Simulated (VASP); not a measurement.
# Ir2O3 (Pn-3m) in VASP: further runs, part 2 of 2

VASP 6.6.1. Earlier steps stand in the parts before.

### 3 Single point, PBE

The input, INCAR:

```
PREC     = Accurate       # precision mode
ENCUT    = 520            # plane-wave cutoff, eV
EDIFF    = 1E-6           # SCF threshold, eV
ISMEAR   = -1             # smearing method
SIGMA    = 0.06122561905347299 # smearing width, eV
LREAL    = F              # projectors in reciprocal space
LASPH    = T              # aspherical terms in the spheres
NELM     = 100            # most SCF steps
ALGO     = Normal         # electronic algorithm
ISIF     = 2              # what is computed and relaxed
LWAVE    = F              # write WAVECAR
LCHARG   = T              # write CHGCAR
GGA      = PE             # functional
LELF     = T              # ELF
LVHAR    = T            
NBANDS   = 47             # bands
```

The input, KPOINTS:

```
regular mesh
0
Gamma
  12 12 12
```

The input, POSCAR:

```
Ir2O3
1.0
    4.7089125075      0.0000000000      0.0000000000
    0.0000000000      4.7089125075      0.0000000000
    0.0000000000      0.0000000000      4.7089125075
Ir O
4 6
Direct
    0.2500000000      0.2500000000      0.2500000000
    0.7500000000      0.7500000000      0.2500000000
    0.7500000000      0.2500000000      0.7500000000
    0.2500000000      0.7500000000      0.7500000000
    0.5000000000      0.0000000000      0.0000000000
    0.0000000000      0.5000000000      0.0000000000
    0.0000000000      0.0000000000      0.5000000000
    0.5000000000      0.5000000000      0.0000000000
    0.5000000000      0.0000000000      0.5000000000
    0.0000000000      0.5000000000      0.5000000000
```

Potentials or basis: VASP PAW PBE potentials, release 64 (Ir, O).

On the command line:

```bash
> cat potpaw_PBE.64/Ir/POTCAR potpaw_PBE.64/O/POTCAR > POTCAR
> mpirun -np 1 vasp_std > vasp.out
```

OUTCAR:

```text
PREC = Accurate
   ENCUT = 520
   EDIFF = 1E-6
   ISMEAR = -1
   LREAL = F
   LASPH = T
   NELM = 100
   ISIF = 2
   GGA = PE

 ion  position               nearest neighbor table
   1  0.250  0.250  0.250-   5 2.04   6 2.04   7 2.04   8 2.04   9 2.04  10 2.04   2 3.33   3 3.33
                             4 3.33   3 3.33   4 3.33   2 3.33   4 3.33   4 3.33   2 3.33   3 3.33
   2  0.750  0.750  0.250-   5 2.04   6 2.04   7 2.04   8 2.04   9 2.04  10 2.04   1 3.33   3 3.33
                             4 3.33   3 3.33   4 3.33   1 3.33   3 3.33   3 3.33   1 3.33   4 3.33
   3  0.750  0.250  0.750-   5 2.04   6 2.04   7 2.04   8 2.04   9 2.04  10 2.04   1 3.33   2 3.33
                             4 3.33   1 3.33   2 3.33   2 3.33   4 3.33   2 3.33   1 3.33   4 3.33
   4  0.250  0.750  0.750-   5 2.04   6 2.04   7 2.04   8 2.04   9 2.04  10 2.04   1 3.33   2 3.33
                             3 3.33   1 3.33   2 3.33   1 3.33   3 3.33   1 3.33   2 3.33   3 3.33
   5  0.500  0.000  0.000-   1 2.04   2 2.04   3 2.04   4 2.04
   6  0.000  0.500  0.000-   1 2.04   2 2.04   3 2.04   4 2.04
   7  0.000  0.000  0.500-   1 2.04   2 2.04   3 2.04   4 2.04
   8  0.500  0.500  0.000-   1 2.04   2 2.04   3 2.04   4 2.04
   9  0.500  0.000  0.500-   1 2.04   2 2.04   3 2.04   4 2.04
  10  0.000  0.500  0.500-   1 2.04   2 2.04   3 2.04   4 2.04

  LATTYP: Found a simple cubic cell.
 ALAT       =     4.7089125075

  Lattice vectors:

 A1 = (   4.7089125075,   0.0000000000,   0.0000000000)
 A2 = (   0.0000000000,   4.7089125075,   0.0000000000)
 A3 = (   0.0000000000,   0.0000000000,   4.7089125075)

Analysis of symmetry for initial positions (statically):
=====================================================================
 Subroutine PRICEL returns:
 Original cell was already a primitive cell.

 Routine SETGRP: Setting up the symmetry group for a
 simple cubic supercell.

 Subroutine GETGRP returns: Found 48 space group operations
 (whereof 24 operations were pure point group operations)
 out of a pool of 48 trial point group operations.

The static configuration has the point symmetry T_d .
[... 159 lines left out ...]
   IVDW    =     0    specifies the selected vdW correction
   LEPSILON=     F    determine dielectric tensor
   LRPA    =     F    only Hartree local field effects (RPA)
 non-spin polarized calculation
  energy-cutoff  :      520.00
  volume of cell :      104.41
 maximum number of plane-waves:      2842
 NGX is ok and might be reduce to    36
   NGX = 17   NGY = 17   NGZ = 17

 number of electron      71.9999992 magnetization

 Free energy of the ion-electron system (eV)
  ---------------------------------------------------
  ext. energy  EPLUGINS =         0.00000000
  ---------------------------------------------------
  free energy    TOTEN  =       -68.11225741 eV

  energy without entropy =      -68.10947051  energy(sigma->0) =      -68.11086396

 E-fermi :   8.0261     XC(G=0): -12.6521

 val. band max:        7.7674189978   @ k =   0.0000   0.0000   0.0000
 cond. band min:       8.1912544688   @ k =   0.0000   0.0000   0.0000
 fundamental gap:      0.4238354710
 Fermi energy:         8.0261420303

 k-point     1 :       0.0000    0.0000    0.0000
  band No.  band energies     occupation
      1     -14.8356      2.00000
      2     -12.9608      2.00000
      3     -12.9608      2.00000
      4     -12.7691      2.00000
      5     -12.7691      2.00000
      6     -11.3769      2.00000
[... 1189 lines left out ...]
     46      13.6897      0.00000
     47      15.2691      0.00000

 [... further k-points ...]

------------------------ aborting loop because EDIFF is reached ----------------------------------------

  FORCE on cell =-STRESS in cart. coord.  units (eV):
  Direction    XX          YY          ZZ          XY          YZ          ZX
  --------------------------------------------------------------------------------------
  -------------------------------------------------------------------------------------
  Total       13.3478485     13.3478485     13.3478485     -0.0000000     -0.0000000      0.0000000
  in kB      204.8141639    204.8141639    204.8141639     -0.0000000     -0.0000000      0.0000000
  external PRESSURE =     204.8141639 kB  Pullay stress =       0.0000000 kB

 VOLUME and BASIS-vectors are now :
 -----------------------------------------------------------------------------
  energy-cutoff  :      520.00
  volume of cell :      104.41
      direct lattice vectors                 reciprocal lattice vectors
     4.708912508  0.000000000  0.000000000     0.212363258  0.000000000  0.000000000
     0.000000000  4.708912508  0.000000000     0.000000000  0.212363258  0.000000000
     0.000000000  0.000000000  4.708912508     0.000000000  0.000000000  0.212363258

 POSITION                                       TOTAL-FORCE (eV/Angst)
 -----------------------------------------------------------------------------------
      1.17723      1.17723      1.17723        -0.000000      0.000000     -0.000000
      3.53168      3.53168      1.17723         0.000000     -0.000000      0.000000
      3.53168      1.17723      3.53168        -0.000000     -0.000000     -0.000000
      1.17723      3.53168      3.53168        -0.000000      0.000000      0.000000
      2.35446      0.00000      0.00000        -0.000000      0.000000     -0.000000
      0.00000      2.35446      0.00000        -0.000000      0.000000     -0.000000
      0.00000      0.00000      2.35446        -0.000000      0.000000     -0.000000
      2.35446      2.35446      0.00000        -0.000000      0.000000      0.000000
      2.35446      0.00000      2.35446        -0.000000      0.000000      0.000000
      0.00000      2.35446      2.35446        -0.000000      0.000000      0.000000
 -----------------------------------------------------------------------------------
    total drift:                               -0.000000      0.000000     -0.000000

  FREE ENERGIE OF THE ION-ELECTRON SYSTEM (eV)
  ---------------------------------------------------
  free  energy   TOTEN  =       -68.1122574050 eV

  energy  without entropy=      -68.1094705149  energy(sigma->0) =      -68.11086396
```

stdout:

```text
POSCAR found type information on POSCAR IrO
 POSCAR found :  2 types and      10 ions
 scaLAPACK will be used
 LDA part: xc-table for (Slater+PW92), standard interpolation
 POSCAR, INCAR and KPOINTS ok, starting setup
 FFT: planning ... GRIDC
 FFT: planning ... GRID_SOFT
 FFT: planning ... GRID
 WAVECAR not read
 entering main loop
```

It took 2.4 min on 1 thread of Intel Xeon 6975P-C (Granite Rapids), shared host; peak memory 0.41 GiB.

What came out:

- Free energy: -68.1123 eV
- Pressure: 20.5 GPa
- Band gap on the k mesh: 0.42 eV

Levels at points of the mesh, in eV from the valence-band top:
```csv
k point,band 33,band 34,band 35,band 36,band 37,band 38,band 39,band 40
"(0.00, 0.00, 0.00)",-1.41,0.00,0.00,0.00,0.42,0.42,2.22,2.22
"(0.50, 0.00, 0.00)",-0.88,-0.88,-0.18,-0.18,0.99,0.99,2.24,2.24
"(0.50, 0.50, 0.00)",-0.70,-0.70,-0.56,-0.56,1.57,1.57,1.82,1.82
"(0.50, 0.50, 0.50)",-1.79,-0.40,-0.40,-0.40,0.48,0.48,0.48,3.45
```

Caveat: the cell stands under pressure; spin-orbit coupling is left out, which moves the levels of the heavy elements. A k mesh can miss the band edges.
